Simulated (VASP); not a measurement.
A run of VASP 6.6.1 is set up as follows.

INCAR

```
SYSTEM = Ag
PREC = Accurate ; ENCUT = 520
EDIFF = 1E-6 ; ISMEAR = -1
SIGMA = 0.1 ; LREAL = .False.
LASPH = .True. ; NELM = 80
ALGO = Normal ; ISIF = 2
LWAVE = .False. ; LCHARG = .True.
GGA = RP ; LELF = .True.
LVHAR = .True. ; NBANDS = 12
```

File KPOINTS:

```
regular mesh
0
Gamma
  21 21 21
  0 0 0
```

POSCAR

```
Ag
1.0
    0.0000000000      2.0777338176      2.0777338176
    2.0777338176      0.0000000000      2.0777338176
    2.0777338176      2.0777338176      0.0000000000
Ag
1
Direct
    0.0000000000      0.0000000000      0.0000000000
```

Potentials or basis: VASP PAW PBE potentials, release 64 (Ag).

Run with:

```bash
$ cat potpaw_PBE.64/Ag/POTCAR > POTCAR
$ mpirun -np 1 vasp_std > vasp.out
```

(1) What does it give for the pressure?

Results:

(1) 3.3 GPa.

Caveat: the PAW data sets were made with another functional, which shifts forces and pressure a little.
